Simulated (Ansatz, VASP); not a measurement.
**PbSe in VASP and in Ansatz**

```
Pb Se
1.0
     0.00000    3.15892    3.15892
     3.15892    0.00000    3.15892
     3.15892    3.15892    0.00000
Pb Se
1 1
Direct
  0.00000 0.00000 0.00000
  0.50000 0.50000 0.50000
```

Change from the starting cell: volume scaled by 1.05, PAW files.

Alike in both runs: task electric field gradients; functional PBE; k mesh 10 × 10 × 10; occupations fermi-dirac, width 0.03 eV; no spin polarisation.

```csv
,VASP,Ansatz
version,VASP 6.6.1,Ansatz 0.2.0
potentials or method,"VASP PAW PBE potentials, release 64 (Pb_d, Se)","PAW with Ansatz's default frozen-core files, scalar-relativistic"
plane-wave cutoff (eV),520,420
valence electrons in the cell,20,30
```

```tsv
	VASP	Ansatz	Ansatz less VASP
pressure (GPa)	-2.0	-2.0	+0.02
```

The functional is the same, so the differences come from potentials, cutoffs and numerics. VASP's potentials hold 20 valence electrons a cell and Ansatz's 30, so a difference there can come from the potentials and not from the codes.

Spin-orbit coupling is off throughout.
